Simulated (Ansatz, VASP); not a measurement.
**MnSn3 in VASP and in Ansatz**

File INCAR:

```
ALGO = Normal
EDIFF = 1E-7
ENCUT = 520
GGA = PS
ISIF = 2
ISMEAR = 0
ISPIN = 2
LASPH = True
LCHARG = True
LELF = True
LMAXMIX = 4
LORBIT = 11
LREAL = False
LVHAR = True
LWAVE = False
MAGMOM = 0 0 0 0.5
NBANDS = 40
NELM = 150
PREC = Accurate
SIGMA = 0.1
```

Contents of KPOINTS:

```
k-points
0
Gamma
  10 10 10
```

POSCAR

```
MnSn3
1.0
    0.0000000000      3.5962028443      3.5962028443
    3.5962028443      0.0000000000      3.5962028443
    3.5962028443      3.5962028443      0.0000000000
Sn Mn
3 1
Direct
    0.2500000000      0.2500000000      0.2500000000
    0.7500000000      0.7500000000      0.7500000000
    0.5000000000      0.5000000000      0.5000000000
    0.0000000000      0.0000000000      0.0000000000
```

Input for Ansatz:

```yaml
crystal:
  lattice:
    - [0.0, 3.5962028443, 3.5962028443]
    - [3.5962028443, 0.0, 3.5962028443]
    - [3.5962028443, 3.5962028443, 0.0]
  atoms:
    - { symbol: Sn, position: [0.25, 0.25, 0.25] }
    - { symbol: Sn, position: [0.75, 0.75, 0.75] }
    - { symbol: Sn, position: [0.5, 0.5, 0.5] }
    - { symbol: Mn, position: [0.0, 0.0, 0.0], spin: 0.5 }
basis:
  ecutwfc: 420
kpoints:
  mp_grid: { grid: [10, 10, 10] }
hamiltonian:
  xc: pbesol
scf:
  occupations: { method: gaussian, width: 0.1 }
  lower_state_search: "off"
output:
  forces: true
  stress: true
  eigenvalues: true
  populations: true
magnetization:
  spin_polarized: true
```

Alike in both runs: task single point; functional PBEsol; k mesh 10 × 10 × 10; occupations gaussian, width 0.1 eV; collinear spin.

|  | VASP | Ansatz |
| --- | --- | --- |
| version | VASP 6.6.1 | Ansatz 0.2.0 |
| potentials or method | VASP PAW PBE potentials, release 64 (Sn_d, Mn_pv), cutoff 520 eV | scalar-relativistic, plane waves, PAW |
| valence electrons in the cell | 55 | 57 |

|  | VASP | Ansatz | Ansatz less VASP |
| --- | --- | --- | --- |
| gap on the k mesh at the Fermi level (eV) | none | none | - |
| pressure (GPa) | -7.0 | 0.0 | +7.04 |
| net moment per atom (μB) | 0.03 | 0.96 | +0.930 |
| size of the moment on the site where the two differ most (μB) | 0.16 | 3.98 | +3.824 |

The net moments are unlike, so the other rows may belong to different states. VASP's potentials were made for PBE, not for PBEsol. Site moments also hang on the region over which each program counts them. A gap of «none» marks a metal or a gap that the smearing closes. VASP's potentials hold 55 valence electrons a cell and Ansatz's 57, so a difference there can come from the potentials and not from the codes.
